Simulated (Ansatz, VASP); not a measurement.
**C: VASP beside Ansatz**

```xyz
8
Lattice="2.5181 0.0000 0.0000 -1.2590 2.1807 0.0000 0.0000 0.0000 8.3047" Properties=species:S:1:pos:R:3 pbc="T T T"
C    -0.0232    0.0000    0.7721
C     0.0232    0.0000    4.9245
C     0.0232    0.0000    3.3802
C    -0.0232    0.0000    7.5326
C    -0.0190    1.4538    1.2916
C     1.2780    0.7269    5.4440
C     0.0190    1.4538    2.8607
C     1.2400    0.7269    7.0131
```

Change from the starting cell: mode 4 frozen in at -0.023 Å and mode 5 at +0.000 Å (largest displacements).

Alike in both runs: task single point; functional PBE; k mesh 12 × 12 × 4; occupations gaussian, width 0.05 eV; no spin polarisation.

|  | VASP | Ansatz |
| --- | --- | --- |
| version | VASP 6.6.1 | Ansatz 0.2.0 |
| potentials or method | VASP PAW PBE potentials, release 64 (C), cutoff 520 eV | scalar-relativistic, plane waves, PAW |
| valence electrons in the cell | 32 | 32 |

|  | VASP | Ansatz | Ansatz less VASP |
| --- | --- | --- | --- |
| gap on the k mesh at the Fermi level (eV) | 4.53 | 4.54 | +0.010 |
| least direct gap on the mesh (eV) | 5.30 | 5.30 | +0.007 |
| pressure (GPa) | 0.6 | 0.0 | -0.62 |
| rms of the force components (eV/Å) | 0.082 | 0.082 | 0.0000 |

Atom by atom the forces differ by 0.002 eV/Å (rms over components).
